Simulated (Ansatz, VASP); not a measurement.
## WS2 in VASP and in Ansatz

```xyz
3
Lattice="3.1621 0.0000 0.0000 -1.5811 2.7385 0.0000 0.0000 0.0000 16.8368" Properties=species:S:1:pos:R:3 pbc="T T T"
W     0.0000    0.0000    0.0000
S     0.0000    1.8257    1.5490
S     0.0000    1.8257   15.2878
```

Change from the starting cell: volume scaled by 0.98.

Alike in both runs: task single point; functional PBEsol; k mesh 10 × 10 × 2; occupations fermi-dirac, width 0.05 eV; no spin polarisation.

|  | VASP | Ansatz |
| --- | --- | --- |
| version | VASP 6.6.1 | Ansatz 0.2.0 |
| potentials or method | VASP PAW PBE potentials, release 64 (W_sv, S), cutoff 520 eV | all-electron LAPW, scalar-relativistic |

VASP gave:

| Property | Result |
| --- | --- |
| gap on the k mesh at the Fermi level (eV) | 2.05 |
| least direct gap on the mesh (eV) | 2.21 |
| rms of the force components (eV/Å) | 0.126 |

Q: What did Ansatz give for the same quantities?

A: gap on the k mesh at the Fermi level (eV): 2.04; least direct gap on the mesh (eV): 2.21; rms of the force components (eV/Å): 0.116.

VASP's potentials were made for PBE, not for PBEsol. Atom by atom the forces differ by 0.010 eV/Å (rms over components). Ansatz ran all-electron here, and VASP with PAW potentials.

Neither program's run includes spin-orbit coupling.
